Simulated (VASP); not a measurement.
HfN, 2 atoms in the cell. Symmetry: F-43m, No. 216, cubic system. Conventional cell: a = 4.843 Å, b = 4.843 Å, c = 4.843 Å, α = 90.00°, β = 90.00°, γ = 90.00°. Hf (site symmetry -43m) has 4 N at 2.10 Å within 2.8 Å. Within 2.8 Å of N (site symmetry -43m) lie 4 Hf at 2.10 Å.  This cell differs from its parent crystal: volume scaled by 0.96.

```yaml
Program: VASP 6.6.1
Task: single point
Functional: LDA
Potentials_or_basis: VASP PAW LDA potentials, release 64 (Hf_pv, N)
Cutoff: 520 eV
k_mesh: 9 × 9 × 9
Occupations: fermi-dirac, width 0.05 eV
Spin: no spin polarisation
Dipole_correction: no
Further_INCAR_settings: ALGO = Normal; EDIFF = 1e-06; NBANDS = 14
```

Potentials or basis: VASP PAW LDA potentials, release 64 (Hf_pv, N).

The run is started by

```bash
$ cat potpaw_LDA.64/Hf_pv/POTCAR potpaw_LDA.64/N/POTCAR > POTCAR
$ mpirun -np 1 vasp_std > vasp.out
```

Hardware: 1 thread of AMD EPYC 7R43 64-Core Processor (Zen 3), on a shared host.

Task: How long does it take, and how much memory?

Result: Wall time 16 s on 1 thread of AMD EPYC 7R43 64-Core Processor (Zen 3), on a shared host, peak memory 0.11 GiB. Counts: scf iterations 13, k points 35.
